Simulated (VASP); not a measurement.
Write the native input for VASP 6.6.1 that does the following.

```yaml
Task: single point
Functional: PBEsol
Potentials_or_basis: VASP PAW PBE potentials, release 64 (Pd)
Cutoff: 500 eV
k_mesh: 19 × 19 × 19
Occupations: fermi-dirac, width 0.05 eV
Spin: no spin polarisation
Dipole_correction: no
Further_INCAR_settings: ALGO = Normal; EDIFF = 1e-06; NBANDS = 11
```

The structure of Pd lies in POSCAR:

```
Pd
1.0
    0.0000000000      1.9381089420      1.9381089420
    1.9381089420      0.0000000000      1.9381089420
    1.9381089420      1.9381089420      0.0000000000
Pd
1
Direct
    0.0000000000      0.0000000000      0.0000000000
```

One way to write it, as run:

INCAR

```
SYSTEM = Pd
PREC = Accurate
ENCUT = 500
EDIFF = 1E-6
ISMEAR = -1
SIGMA = 0.05
LREAL = .False.
LASPH = .True.
NELM = 120
ALGO = Normal
ISIF = 2
LWAVE = .False.
LCHARG = .False.
GGA = PS
NBANDS = 11
GGA_COMPAT = .False.
```

KPOINTS

```
Automatic mesh
0
Gamma
  19 19 19
  0 0 0
```

Potentials or basis: VASP PAW PBE potentials, release 64 (Pd).

Launch:

```sh
$ cat potpaw_PBE.64/Pd/POTCAR > POTCAR
$ mpirun -np 1 vasp_std > vasp.out
```

It gave:

| Quantity | Value |
| --- | --- |
| Pressure | -0.2 GPa |
| Band gap on the k mesh | zero (bands 5 and 6 overlap by 1.60 eV) |

Caveat: the PAW data sets were made with another functional, which shifts forces and pressure a little.

Wall time 24 s on 1 thread of AMD EPYC 7R43 64-Core Processor (Zen 3), with other jobs on the host, peak memory 0.11 GiB.
